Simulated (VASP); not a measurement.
# Zn3PAu (Pm-3m) in VASP: a series of runs

Zn3PAu is run at these levels: PBE; tasks: single point.

Program: VASP 6.6.1. These are calculated values, not measurements. Logs are shortened: lines on timing, memory, paths and dates and some standing lists are left out, and cuts for length are marked.

### 1 The cell of the first run

Symmetry: Pm-3m, No. 221, cubic system. The conventional cell has a = 4.195 Å, b = 4.195 Å, c = 4.195 Å, α = 90.00°, β = 90.00°, γ = 90.00°. Zn (site symmetry 4/mmm) has 2 Au at 2.10 Å within 2.8 Å. P (site symmetry m-3m) has 12 Zn at 2.97 Å and 8 Au at 3.63 Å within 3.9 Å. Au (site symmetry m-3m) has 6 Zn at 2.10 Å within 2.8 Å.

### 2 Single point, PBE

Contents of INCAR:

```
PREC = Accurate
ENCUT = 520
EDIFF = 1E-6
ISMEAR = 0
SIGMA = 0.1
LREAL = False
LASPH = True
NELM = 80
ALGO = Normal
ISIF = 2
LWAVE = False
LCHARG = False
GGA = PE
NBANDS = 34
```

Contents of KPOINTS:

```
regular mesh
0
Gamma
  4 4 4
```

Contents of POSCAR:

```
Zn3PAu
1.0
    4.1947859519      0.0000000000      0.0000000000
    0.0000000000      4.1947859519      0.0000000000
    0.0000000000      0.0000000000      4.1947859519
Zn P Au
3 1 1
Direct
    0.0000000000      0.5000000000      0.5000000000
    0.5000000000      0.0000000000      0.5000000000
    0.5000000000      0.5000000000      0.0000000000
    0.0000000000      0.0000000000      0.0000000000
    0.5000000000      0.5000000000      0.5000000000
```

Potentials or basis: VASP PAW PBE potentials, release 64 (Zn, P, Au).

Started as:

```bash
cat potpaw_PBE.64/Zn/POTCAR potpaw_PBE.64/P/POTCAR potpaw_PBE.64/Au/POTCAR > POTCAR
mpirun -np 1 vasp_std > vasp.out
```

OUTCAR:

```text
PREC = Accurate
   ENCUT = 520
   EDIFF = 1E-6
   ISMEAR = 0
   LREAL = False
   LASPH = True
   NELM = 80
   ISIF = 2
   GGA = PE

 ion  position               nearest neighbor table
   1  0.000  0.500  0.500-   5 2.10   5 2.10   4 2.97   2 2.97   3 2.97   4 2.97   2 2.97   4 2.97
                             4 2.97   2 2.97   3 2.97   3 2.97   3 2.97   2 2.97
   2  0.500  0.000  0.500-   5 2.10   5 2.10   4 2.97   1 2.97   3 2.97   4 2.97   1 2.97   3 2.97
                             3 2.97   3 2.97   1 2.97   4 2.97   4 2.97   1 2.97
   3  0.500  0.500  0.000-   5 2.10   5 2.10   4 2.97   1 2.97   1 2.97   2 2.97   2 2.97   2 2.97
                             4 2.97   2 2.97   1 2.97   4 2.97   1 2.97   4 2.97
   4  0.000  0.000  0.000-   1 2.97   2 2.97   3 2.97   1 2.97   2 2.97   1 2.97   3 2.97   1 2.97
                             2 2.97   3 2.97   2 2.97   3 2.97
   5  0.500  0.500  0.500-   1 2.10   2 2.10   3 2.10   3 2.10   2 2.10   1 2.10

  LATTYP: Found a simple cubic cell.
 ALAT       =     4.1947859519

  Lattice vectors:

 A1 = (   4.1947859519,   0.0000000000,   0.0000000000)
 A2 = (   0.0000000000,   4.1947859519,   0.0000000000)
 A3 = (   0.0000000000,   0.0000000000,   4.1947859519)

Analysis of symmetry for initial positions (statically):
=====================================================================
 Subroutine PRICEL returns:
 Original cell was already a primitive cell.

 Routine SETGRP: Setting up the symmetry group for a
 simple cubic supercell.

 Subroutine GETGRP returns: Found 48 space group operations
 (whereof 48 operations were pure point group operations)
 out of a pool of 48 trial point group operations.

The static configuration has the point symmetry O_h .

Analysis of symmetry for dynamics (positions and initial velocities):
=====================================================================
 Subroutine PRICEL returns:
 Original cell was already a primitive cell.

 Routine SETGRP: Setting up the symmetry group for a
 simple cubic supercell.

 Subroutine GETGRP returns: Found 48 space group operations
 (whereof 48 operations were pure point group operations)
 out of a pool of 48 trial point group operations.

The dynamic configuration has the point symmetry O_h .

 Subroutine INISYM returns: Found 48 space group operations
 (whereof 48 operations are pure point group operations),
 and found     1 'primitive' translations

----------------------------------------------------------------------------------------

                                     Primitive cell

  volume of cell :      73.8124

  direct lattice vectors                    reciprocal lattice vectors
[... 83 lines left out ...]
   NFREE  =      0    steps in history (QN), initial steepest desc. (CG)
   ISIF   =      2    stress and relaxation
   ISYM   =      2    0-nonsym 1-usesym 2-fastsym
   POTIM  = 0.5000    time-step for ionic-motion
   TEBEG  =    0.0;   TEEND  =   0.0 temperature during run
   PSTRESS=    0.0 pullay stress
   NELECT =      52.0000    total number of electrons
   NUPDOWN=      -1.0000    fix difference up-down
   EMIN   =  10.00;   EMAX   =-10.00  energy-range for DOS
   EFERMI =   0.00;   METHOD = LEGACY
   ISMEAR =     0;   SIGMA  =   0.10  broadening in eV -4-tet -1-fermi 0-gaus
   EFERMI_NEDOS =   21; number of points for ismear=-14 and -15
   IALGO  =     38    algorithm
   IMIX   =      4    mixing-type and parameters
     AMIX     =   0.40;   BMIX     =  1.00
     AMIX_MAG =   1.60;   BMIX_MAG =  1.00
  volume/ion in A,a.u.               =      14.76        99.62
  Fermi-wavevector in a.u.,A,eV,Ry     =   1.456687  2.752739 28.870692  2.121936
  Thomas-Fermi vector in A             =   2.573576
   LORBIT       =      0    0 simple, 1 ext, 2 COOP (PROOUT), +10 PAW based schemes
   GGA     = PE    functional components
   LHFCALC =     F    Hartree Fock is set to
   AEXX    =    0.0000 exact exchange contribution
   IVDW    =     0    specifies the selected vdW correction
   LEPSILON=     F    determine dielectric tensor
   LRPA    =     F    only Hartree local field effects (RPA)
 non-spin polarized calculation
 Gauss-broadening in eV      SIGMA  =   0.10
  energy-cutoff  :      520.00
  volume of cell :       73.81
 maximum number of plane-waves:      2008
 NGX is ok and might be reduce to    32
   NGX = 15   NGY = 15   NGZ = 15

 number of electron      51.9999991 magnetization

 Free energy of the ion-electron system (eV)
  ---------------------------------------------------
  ext. energy  EPLUGINS =         0.00000000
  ---------------------------------------------------
  free energy    TOTEN  =        -3.36033837 eV

  energy without entropy =       -3.33319049  energy(sigma->0) =       -3.34676443

 E-fermi :   6.3134     XC(G=0): -11.8217

 val. band max:        6.2825328745   @ k =   0.5000   0.2500   0.0000
 cond. band min:       6.3465675928   @ k =   0.2500   0.2500   0.2500
 fundamental gap:      0.0640347183
 Fermi energy:         6.3133564269

 k-point     1 :       0.0000    0.0000    0.0000
  band No.  band energies     occupation
      1      -6.1949      2.00000
      2      -4.8642      2.00000
      3      -4.8642      2.00000
      4      -3.7793      2.00000
      5      -3.7793      2.00000
      6      -3.7793      2.00000
[... 359 lines left out ...]
     33      17.9868      0.00000
     34      18.5764      0.00000

------------------------ aborting loop because EDIFF is reached ----------------------------------------

  FORCE on cell =-STRESS in cart. coord.  units (eV):
  Direction    XX          YY          ZZ          XY          YZ          ZX
  --------------------------------------------------------------------------------------
  -------------------------------------------------------------------------------------
  Total       33.2756735     33.2756735     33.2756735     -0.0000000     -0.0000000      0.0000000
  in kB      722.2840459    722.2840459    722.2840459     -0.0000000     -0.0000000      0.0000000
  external PRESSURE =     722.2840459 kB  Pullay stress =       0.0000000 kB

 VOLUME and BASIS-vectors are now :
 -----------------------------------------------------------------------------
  energy-cutoff  :      520.00
  volume of cell :       73.81
      direct lattice vectors                 reciprocal lattice vectors
     4.194785952  0.000000000  0.000000000     0.238391186  0.000000000  0.000000000
     0.000000000  4.194785952  0.000000000     0.000000000  0.238391186  0.000000000
     0.000000000  0.000000000  4.194785952     0.000000000  0.000000000  0.238391186

 POSITION                                       TOTAL-FORCE (eV/Angst)
 -----------------------------------------------------------------------------------
      0.00000      2.09739      2.09739         0.000000      0.000000      0.000000
      2.09739      0.00000      2.09739         0.000000      0.000000      0.000000
      2.09739      2.09739      0.00000         0.000000      0.000000      0.000000
      0.00000      0.00000      0.00000         0.000000      0.000000      0.000000
      2.09739      2.09739      2.09739         0.000000      0.000000      0.000000
 -----------------------------------------------------------------------------------
    total drift:                                0.000000     -0.000000     -0.000000

  FREE ENERGIE OF THE ION-ELECTRON SYSTEM (eV)
  ---------------------------------------------------
  free  energy   TOTEN  =        -3.3603383747 eV

  energy  without entropy=       -3.3331904929  energy(sigma->0) =       -3.34676443
```

OSZICAR:

```text
N       E                     dE             d eps       ncg     rms          rms(c)
DAV:   1     0.393824317996E+03    0.39382E+03   -0.24967E+04   680   0.214E+03
DAV:   2     0.251777908871E+02   -0.36865E+03   -0.35560E+03   704   0.436E+02
DAV:   3    -0.396107875697E+01   -0.29139E+02   -0.28704E+02   748   0.128E+02
DAV:   4    -0.458126844740E+01   -0.62019E+00   -0.61793E+00   794   0.178E+01
DAV:   5    -0.458855124168E+01   -0.72828E-02   -0.72818E-02   786   0.179E+00    0.237E+01
DAV:   6    -0.351136604139E+01    0.10772E+01   -0.32530E+00   828   0.196E+01    0.154E+01
DAV:   7    -0.339373511962E+01    0.11763E+00   -0.45659E-01   714   0.526E+00    0.616E+00
DAV:   8    -0.336114803040E+01    0.32587E-01   -0.34997E-02   936   0.300E+00    0.481E-01
DAV:   9    -0.336023187236E+01    0.91616E-03   -0.83104E-03   822   0.105E+00    0.237E-01
DAV:  10    -0.336034919306E+01   -0.11732E-03   -0.91231E-04   736   0.168E-01    0.109E-01
DAV:  11    -0.336033888146E+01    0.10312E-04   -0.80139E-05   844   0.722E-02    0.167E-02
DAV:  12    -0.336033821184E+01    0.66963E-06   -0.16104E-05   704   0.352E-02    0.786E-03
DAV:  13    -0.336033837468E+01   -0.16284E-06   -0.49852E-07   416   0.950E-03
   1 F= -.33603384E+01 E0= -.33467644E+01  d E =-.271479E-01
```

Wall time 8.5 s (1 thread of Intel Xeon 6975P-C (Granite Rapids), shared host); peak memory 0.18 GiB.

Results:

```
Free energy            : -3.3603 eV
Pressure               : 72.2 GPa
Band gap on the k mesh : zero (bands 26 and 27 overlap by 5.48 eV)
```

Caveat: the k points lie up to 0.37 Å⁻¹ apart, too coarse for converged energies and pressures of a metal; spin-orbit coupling is left out, which moves the levels of the heavy elements.

### 3 Single point, PBE

This run uses another cell than the first one, of 22.71 Å³/atom.

Contents of INCAR:

```
ALGO     = Normal         # electronic algorithm
EDIFF    = 1E-6           # SCF threshold, eV
ENCUT    = 520            # plane-wave cutoff, eV
GGA      = PE             # functional
ISIF     = 2              # what is computed and relaxed
ISMEAR   = 0              # smearing method
LASPH    = T              # aspherical terms in the spheres
LCHARG   = F              # write CHGCAR
LREAL    = F              # projectors in reciprocal space
LWAVE    = F              # write WAVECAR
NBANDS   = 34             # bands
NELM     = 100            # most SCF steps
PREC     = Accurate       # precision mode
SIGMA    = 0.1            # smearing width, eV
```

Contents of KPOINTS:

```
k-points
0
Gamma
  4 4 4
```

Changes to POSCAR since step 2:

```diff
@@ -2,5 +2,5 @@
 1.0
-    4.1947859519      0.0000000000      0.0000000000
-    0.0000000000      4.1947859519      0.0000000000
-    0.0000000000      0.0000000000      4.1947859519
+    4.8427282638      0.0000000000      0.0000000000
+    0.0000000000      4.8427282638      0.0000000000
+    0.0000000000      0.0000000000      4.8427282638
 Zn P Au
```

Potentials or basis: VASP PAW PBE potentials, release 64 (Zn, P, Au).

Started as:

```bash
cat potpaw_PBE.64/Zn/POTCAR potpaw_PBE.64/P/POTCAR potpaw_PBE.64/Au/POTCAR > POTCAR
mpirun -np 1 vasp_std > vasp.out
```

Run time: 12 s. Hardware: 1 thread of Intel Xeon 6975P-C (Granite Rapids), shared host; peak memory 0.22 GiB.

The run converged. Its results:

```yaml
Free_energy: -9.3703 eV
Pressure: 0.2 GPa
Band_gap_on_the_k_mesh: zero (bands 26 and 27 overlap by 3.11 eV)
```

Levels at points of the mesh, in eV from the Fermi level:
```tsv
k point	band 24	band 25	band 26	band 27	band 28	band 29
(0.00, 0.00, 0.00)	-1.63	-1.63	1.47	1.47	1.78	1.78
(0.50, 0.00, 0.00)	-0.47	-0.47	-0.22	0.57	0.57	2.18
(0.50, 0.50, 0.00)	-4.08	-0.21	0.65	0.65	1.75	2.11
(0.50, 0.50, 0.50)	-2.84	-2.84	-1.64	-1.64	-1.64	5.22
```

Caveat: spin-orbit coupling is left out, which moves the levels of the heavy elements.

The gap in the log of VASP goes by the Fermi energy; the results here count the filled bands.